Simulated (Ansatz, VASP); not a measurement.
PbS: VASP beside Ansatz

File INCAR:

```
SYSTEM = PbS
ALGO = Normal ; EDIFF = 1E-6
ENCUT = 520 ; GGA = PS
ISIF = 2 ; ISMEAR = -1
LASPH = .True. ; LCHARG = .False.
LREAL = .False. ; LWAVE = .False.
NBANDS = 28 ; NELM = 60
PREC = Accurate ; SIGMA = 0.01
```

The input KPOINTS:

```
k-points
0
Gamma
  7 7 3
  0 0 0
```

The input POSCAR:

```
PbS
1.0
    2.8970000000     -2.8558925000      0.0006075000
    2.9840000000      2.9441075000      0.0876075000
   -0.9044106500      0.1594386000     11.6930892500
Pb S
2 2
Direct
    0.7756000000      0.7756000000      0.6363800000
    0.2244000000      0.2244000000      0.3636200000
    0.2684000000      0.2684000000      0.5986000000
    0.7316000000      0.7316000000      0.4014000000
```

Input for Ansatz:

```yaml
crystal:
  lattice:
    - [2.897, -2.8558925, 0.0006075]
    - [2.984, 2.9441075, 0.0876075]
    - [-0.90441065, 0.1594386, 11.69308925]
  atoms:
    - { symbol: Pb, position: [0.7756, 0.7756, 0.63638] }
    - { symbol: Pb, position: [0.2244, 0.2244, 0.36362] }
    - { symbol: S, position: [0.2684, 0.2684, 0.5986] }
    - { symbol: S, position: [0.7316, 0.7316, 0.4014] }
kpoints:
  mp_grid: { grid: [7, 7, 3] }
  band_path:
    path:
      - [0.0, 0.0, 0.0]
      - [0.0, 0.0, -0.5]
      - [0.0, 0.5, 0.0]
      - [0.0, 0.0, 0.0]
      - [0.5, 0.0, 0.0]
      - [0.5, 0.5, -0.5]
      - [0.0, 0.0, 0.0]
      - [0.5, 0.5, 0.0]
      - [0.5, 0.0, -0.5]
    npoints: 5
scf:
  occupations: { method: fermi_dirac, width: 0.01 }
hamiltonian:
  xc: pbesol
  pseudopotentials: { kind: all_electron, lapw: { basis_error: 0.0005 } }
output:
  forces: true
  stress: true
  eigenvalues: true
```

Change from the starting cell: equal xy, yz and zx shear strains of +3 %.

Alike in both runs: task single point; functional PBEsol; k mesh 7 × 7 × 3; occupations fermi-dirac, width 0.01 eV; no spin polarisation.

```csv
,VASP,Ansatz
version,VASP 6.6.1,Ansatz 0.2.0
potentials or method,"VASP PAW PBE potentials, release 64 (Pb_d, S), cutoff 520 eV","all-electron LAPW, scalar-relativistic"
```

|  | VASP | Ansatz | Ansatz less VASP |
| --- | --- | --- | --- |
| gap on the k mesh at the Fermi level (eV) | 1.26 | 1.27 | +0.003 |
| rms of the force components (eV/Å) | 0.290 | 0.290 | 0.0000 |

VASP's potentials were made for PBE, not for PBEsol. Atom by atom the forces differ by 0.001 eV/Å (rms over components). Ansatz ran all-electron here, and VASP with PAW potentials.

Neither program's run includes spin-orbit coupling.
